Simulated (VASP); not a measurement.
# Fe (Im-3m) in VASP: a series of runs

The runs below take Fe through single point, relaxation of cell and atoms, with BLYP, PBE, PBE+D4, PBEsol.

All numbers are computed with VASP 6.6.1; they aren't measurements. Logs are shortened: lines on timing, memory, paths and dates and some standing lists are left out, and cuts for length are marked.

## Step 1: The cell of the first run

Symmetry: Im-3m, No. 229, cubic system. Conventional cell: a = 2.886 Å, b = 2.886 Å, c = 2.886 Å, α = 90.00°, β = 90.00°, γ = 90.00°. Within 3.3 Å of Fe (site symmetry m-3m) lie 14 Fe at 2.50 to 2.89 Å.

## Step 2: Single point, BLYP, collinear spin, ferromagnetic start

INCAR reads:

```
PREC = Accurate
ENCUT = 520
EDIFF = 1E-6
ISMEAR = -1
SIGMA = 0.05
LREAL = F
LASPH = T
NELM = 150
ALGO = Normal
ISIF = 2
LWAVE = F
LCHARG = F
ISPIN = 2
MAGMOM = 3
LORBIT = 11
LMAXMIX = 4
GGA = B5
ALDAX = 1.0
AGGAX = 1.0
AGGAC = 1.0
ALDAC = 0.0
NBANDS = 14
```

KPOINTS reads:

```
Automatic mesh
0
Gamma
  13 13 13
```

POSCAR reads:

```
Fe
1.0
   -1.4430000000      1.4430000000      1.4430000000
    1.4430000000     -1.4430000000      1.4430000000
    1.4430000000      1.4430000000     -1.4430000000
Fe
1
Direct
    0.0000000000      0.0000000000      0.0000000000
```

Potentials or basis: VASP PAW PBE potentials, release 64 (Fe).

Started as:

```console
$ cat potpaw_PBE.64/Fe/POTCAR > POTCAR
$ mpirun -np 1 vasp_std > vasp.out
```

OUTCAR:

```text
PREC = Accurate
   ENCUT = 520
   EDIFF = 1E-6
   ISMEAR = -1
   LREAL = F
   LASPH = T
   NELM = 150
   ISIF = 2
   ISPIN = 2
   LORBIT = 11
   GGA = B5

 ion  position               nearest neighbor table
   1  0.000  0.000  0.000-

  LATTYP: Found a body centered cubic cell.
 ALAT       =     2.8860000000

  Lattice vectors:

 A1 = (  -1.4430000000,   1.4430000000,   1.4430000000)
 A2 = (   1.4430000000,  -1.4430000000,   1.4430000000)
 A3 = (   1.4430000000,   1.4430000000,  -1.4430000000)

Analysis of symmetry for initial positions (statically):
=====================================================================
 Subroutine PRICEL returns:
 Original cell was already a primitive cell.

 Routine SETGRP: Setting up the symmetry group for a
 body centered cubic supercell.

 Subroutine GETGRP returns: Found 48 space group operations
 (whereof 48 operations were pure point group operations)
 out of a pool of 48 trial point group operations.

The static configuration has the point symmetry O_h .

Analysis of symmetry for dynamics (positions and initial velocities):
=====================================================================
 Subroutine PRICEL returns:
 Original cell was already a primitive cell.

 Routine SETGRP: Setting up the symmetry group for a
 body centered cubic supercell.

 Subroutine GETGRP returns: Found 48 space group operations
 (whereof 48 operations were pure point group operations)
 out of a pool of 48 trial point group operations.

The dynamic configuration has the point symmetry O_h .

Analysis of structural, dynamic, and magnetic symmetry:
=====================================================================
 Subroutine PRICEL returns:
 Original cell was already a primitive cell.

 Routine SETGRP: Setting up the symmetry group for a
 body centered cubic supercell.

 Subroutine GETGRP returns: Found 48 space group operations
 (whereof 48 operations were pure point group operations)
 out of a pool of 48 trial point group operations.

The overall configuration has the point symmetry O_h .

 Subroutine INISYM returns: Found 48 space group operations
 (whereof 48 operations are pure point group operations),
 and found     1 'primitive' translations

----------------------------------------------------------------------------------------

                                     Primitive cell

  volume of cell :      12.0187

  direct lattice vectors                    reciprocal lattice vectors
    -1.443000000  1.443000000  1.443000000     0.000000000  0.346500347  0.346500347
     1.443000000 -1.443000000  1.443000000     0.346500347  0.000000000  0.346500347
     1.443000000  1.443000000 -1.443000000     0.346500347  0.346500347  0.000000000

  length of vectors
     2.499349315  2.499349315  2.499349315     0.490025489  0.490025489  0.490025489

  position of ions in fractional coordinates (direct lattice)
     0.000000000  0.000000000  0.000000000

  ion indices of the primitive-cell ions
   primitive index   ion index
                 1           1

----------------------------------------------------------------------------------------

 KPOINTS: Automatic mesh

Automatic generation of k-mesh.
 Grid dimensions read from file:
 generate k-points for:   13   13   13

 Generating k-lattice:

  Cartesian coordinates                     Fractional coordinates (reciprocal lattice)
     0.000000000  0.026653873  0.026653873     0.076923077  0.000000000  0.000000000
     0.026653873  0.000000000  0.026653873     0.000000000  0.076923077  0.000000000
     0.026653873  0.026653873  0.000000000     0.000000000  0.000000000  0.076923077

  Length of vectors
     0.037694268  0.037694268  0.037694268

  Shift w.r.t. Gamma in fractional coordinates (k-lattice)
     0.000000000  0.000000000  0.000000000

 Subroutine IBZKPT returns following result:
 ===========================================

 Found     84 irreducible k-points:

 Following reciprocal coordinates:
            Coordinates               Weight
  0.000000  0.000000  0.000000      1.000000
  0.076923  0.000000  0.000000     12.000000
  0.153846  0.000000  0.000000     12.000000
  0.230769  0.000000  0.000000     12.000000
  0.307692  0.000000  0.000000     12.000000
  0.384615  0.000000  0.000000     12.000000
[... 16 lines left out ...]
  0.153846  0.076923  0.076923     24.000000
  0.230769  0.076923  0.076923     24.000000
 [... further k-points ...]
   k-points           NKPTS =     84   k-points in BZ     NKDIM =     84   number of bands    NBANDS=     14
   number of dos      NEDOS =    301   number of ions     NIONS =      1
   total plane-waves  NPLWV =   8000
   dimension x,y,z NGX =    20 NGY =   20 NGZ =   20
   dimension x,y,z NGXF=    40 NGYF=   40 NGZF=   40
   ions per type =               1
   NGX,Y,Z   is equivalent  to a cutoff of  13.30, 13.30, 13.30 a.u.
   NGXF,Y,Z  is equivalent  to a cutoff of  26.61, 26.61, 26.61 a.u.
 SYSTEM =  unknown system
   PREC   = accura    normal or accurate (medium, high low for compatibility)
   ISTART =      0    job   : 0-new  1-cont  2-samecut
   ICHARG =      2    charge: 1-file 2-atom 10-const
   ISPIN  =      2    spin polarized calculation?
   LNONCOLLINEAR =      F non collinear calculations
   LSORBIT =      F    spin-orbit coupling
   LASPH  =      T    aspherical Exc in radial PAW
   ENCUT  =  520.0 eV  38.22 Ry    6.18 a.u.   4.65  4.65  4.65*2*pi/ulx,y,z
   NELM   =    150;   NELMIN=  2; NELMDL= -5     # of ELM steps
   EDIFF  = 0.1E-05   stopping-criterion for ELM
   LREAL  =      F    real-space projection
   EDIFFG = 0.1E-04   stopping-criterion for IOM
   NSW    =      0    number of steps for IOM
   IBRION =     -1    ionic relax: 0-MD 1-quasi-New 2-CG
   NFREE  =      0    steps in history (QN), initial steepest desc. (CG)
   ISIF   =      2    stress and relaxation
   ISYM   =      2    0-nonsym 1-usesym 2-fastsym
   POTIM  = 0.5000    time-step for ionic-motion
   TEBEG  =    0.0;   TEEND  =   0.0 temperature during run
   PSTRESS=    0.0 pullay stress
   NELECT =       8.0000    total number of electrons
   NUPDOWN=      -1.0000    fix difference up-down
   EMIN   =  10.00;   EMAX   =-10.00  energy-range for DOS
   EFERMI =   0.00;   METHOD = LEGACY
   ISMEAR =    -1;   SIGMA  =   0.05  broadening in eV -4-tet -1-fermi 0-gaus
   EFERMI_NEDOS =   21; number of points for ismear=-14 and -15
   IALGO  =     38    algorithm
   IMIX   =      4    mixing-type and parameters
     AMIX     =   0.40;   BMIX     =  1.00
     AMIX_MAG =   1.60;   BMIX_MAG =  1.00
  volume/ion in A,a.u.               =      12.02        81.11
  Fermi-wavevector in a.u.,A,eV,Ry     =   1.429394  2.701162 27.798962  2.043166
  Thomas-Fermi vector in A             =   2.549352
   LORBIT       =     11    0 simple, 1 ext, 2 COOP (PROOUT), +10 PAW based schemes
   GGA     = B5    functional components
   LHFCALC =     F    Hartree Fock is set to
   AEXX    =    0.0000 exact exchange contribution
   IVDW    =     0    specifies the selected vdW correction
   LEPSILON=     F    determine dielectric tensor
   LRPA    =     F    only Hartree local field effects (RPA)
 spin polarized calculation
  energy-cutoff  :      520.00
  volume of cell :       12.02
 maximum number of plane-waves:       336
   NGX =  9   NGY =  9   NGZ =  9

 number of electron       7.9999995 magnetization       2.2219850

 Free energy of the ion-electron system (eV)
  ---------------------------------------------------
  ext. energy  EPLUGINS =         0.00000000
  ---------------------------------------------------
  free energy    TOTEN  =        -7.17882020 eV

  energy without entropy =       -7.16828310  energy(sigma->0) =       -7.17355165

 E-fermi :   5.7351     XC(G=0): -12.1946

 val. band max:        5.7186250418   @ k =  -0.4615  -0.4615   0.3846
 cond. band min:       5.7567705578   @ k =  -0.4615  -0.4615   0.3077
 fundamental gap:      0.0381455159
 Fermi energy:         5.7351121126

 spin component 1

 k-point     1 :       0.0000    0.0000    0.0000
  band No.  band energies     occupation
      1      -2.2019      1.00000
      2       3.5586      1.00000
      3       3.5586      1.00000
      4       3.5586      1.00000
      5       4.6793      1.00000
      6       4.6793      1.00000
      7      30.5101      0.00000
      8      30.5101      0.00000
      9      30.5101      0.00000
     10      35.2591      0.00000
     11      35.2591      0.00000
     12      36.8522      0.00000
     13      36.8522      0.00000
     14      36.8522      0.00000

 k-point     2 :       0.0769    0.0000    0.0000
  band No.  band energies     occupation
      1      -1.9675      1.00000
      2       3.4987      1.00000
      3       3.5546      1.00000
      4       3.6804      1.00000
      5       4.6218      1.00000
      6       4.6841      1.00000
      7      28.9086      0.00000
      8      30.1072      0.00000
      9      30.2910      0.00000
     10      34.2100      0.00000
     11      34.2217      0.00000
     12      34.4470      0.00000
     13      36.2941      0.00000
     14      37.7314      0.00000
[... 343 lines left out ...]
      1       0.1068      1.00000
      2       3.0323      1.00000
      3       3.1277      1.00000
      4       4.5845      1.00000
      5       4.7032      1.00000
      6       5.0425      1.00000
      7      22.2332      0.00000
      8      24.0579      0.00000
      9      25.8998      0.00000
     10      32.2471      0.00000
     11      36.1226      0.00000
     12      36.5253      0.00000
     13      38.6616      0.00000
     14      39.5817      0.00000

 k-point    24 :       0.2308    0.0769    0.0769
  band No.  band energies     occupation
      1       1.0682      1.00000
      2       2.8107      1.00000
      3       3.2139      1.00000
      4       4.6361      1.00000
      5       4.7716      1.00000
      6       5.8509      0.08978
      7      18.7624      0.00000
      8      22.8795      0.00000
      9      24.2707      0.00000
     10      32.0513      0.00000
     11      35.5631      0.00000
     12      37.9200      0.00000
     13      39.7564      0.00000
     14      42.9138      0.00000

 [... further k-points ...]

 spin component 2

 k-point     1 :       0.0000    0.0000    0.0000
  band No.  band energies     occupation
      1      -2.0467      1.00000
      2       5.4139      0.99838
      3       5.4140      0.99838
      4       5.4140      0.99838
      5       7.3672      0.00000
      6       7.3673      0.00000
      7      30.2700      0.00000
      8      30.2700      0.00000
      9      30.2700      0.00000
     10      35.4997      0.00000
     11      35.4997      0.00000
     12      37.6873      0.00000
     13      37.6873      0.00000
     14      37.6873      0.00000

 k-point     2 :       0.0769    0.0000    0.0000
  band No.  band energies     occupation
      1      -1.8110      1.00000
      2       5.3413      0.99962
      3       5.4018      0.99873
      4       5.5474      0.97713
      5       7.2897      0.00000
      6       7.3726      0.00000
      7      28.9186      0.00000
      8      29.9563      0.00000
      9      30.1479      0.00000
     10      34.5887      0.00000
     11      35.0314      0.00000
     12      35.1594      0.00000
     13      36.5450      0.00000
     14      38.2811      0.00000
[... 343 lines left out ...]
      1       0.3335      1.00000
      2       4.7757      1.00000
      3       4.8722      1.00000
      4       6.9779      0.00000
      5       7.1692      0.00000
      6       7.3744      0.00000
      7      22.7705      0.00000
      8      24.4399      0.00000
      9      26.5962      0.00000
     10      32.1112      0.00000
     11      36.6741      0.00000
     12      36.8501      0.00000
     13      39.0344      0.00000
     14      40.0903      0.00000

 k-point    24 :       0.2308    0.0769    0.0769
  band No.  band energies     occupation
      1       1.5175      1.00000
      2       4.5022      1.00000
      3       4.7607      1.00000
      4       7.1743      0.00000
      5       7.4744      0.00000
      6       7.7554      0.00000
      7      19.4822      0.00000
      8      23.2713      0.00000
      9      24.9116      0.00000
     10      32.0961      0.00000
     11      36.1037      0.00000
     12      38.1807      0.00000
     13      40.0470      0.00000
     14      43.3552      0.00000

 [... further k-points ...]

------------------------ aborting loop because EDIFF is reached ----------------------------------------

  FORCE on cell =-STRESS in cart. coord.  units (eV):
  Direction    XX          YY          ZZ          XY          YZ          ZX
  --------------------------------------------------------------------------------------
  -------------------------------------------------------------------------------------
  Total       -0.1555767     -0.1555767     -0.1555767      0.0000000     -0.0000000      0.0000000
  in kB      -20.7394035    -20.7394035    -20.7394035      0.0000000     -0.0000000      0.0000000
  external PRESSURE =     -20.7394035 kB  Pullay stress =       0.0000000 kB

 VOLUME and BASIS-vectors are now :
 -----------------------------------------------------------------------------
  energy-cutoff  :      520.00
  volume of cell :       12.02
      direct lattice vectors                 reciprocal lattice vectors
    -1.443000000  1.443000000  1.443000000     0.000000000  0.346500347  0.346500347
     1.443000000 -1.443000000  1.443000000     0.346500347  0.000000000  0.346500347
     1.443000000  1.443000000 -1.443000000     0.346500347  0.346500347  0.000000000

 POSITION                                       TOTAL-FORCE (eV/Angst)
 -----------------------------------------------------------------------------------
      0.00000      0.00000      0.00000        -0.000000     -0.000000     -0.000000
 -----------------------------------------------------------------------------------
    total drift:                                0.000000     -0.000000      0.000000

  FREE ENERGIE OF THE ION-ELECTRON SYSTEM (eV)
  ---------------------------------------------------
  free  energy   TOTEN  =        -7.1788201977 eV

  energy  without entropy=       -7.1682830987  energy(sigma->0) =       -7.17355165

 total charge

# of ion       s       p       d       tot
------------------------------------------
    1        0.465   0.474   6.264   7.203

 magnetization (x)

# of ion       s       p       d       tot
------------------------------------------
    1       -0.015  -0.051   2.290   2.224
```

Run time: 16 s. Hardware: 1 thread of Intel Xeon 6975P-C (Granite Rapids), shared host; peak memory 0.14 GiB.

Results:

```
Free energy                                           : -7.1788 eV
Pressure                                              : -2.1 GPa
Net moment                                            : 2.22 μB per cell
Site moments                                          : Fe +2.22 μB
Valence electrons inside the program's atomic spheres : Fe 7.20
```

Caveat: the PAW data sets were made with another functional, which shifts forces and pressure a little.

[end of part 1 of 2]
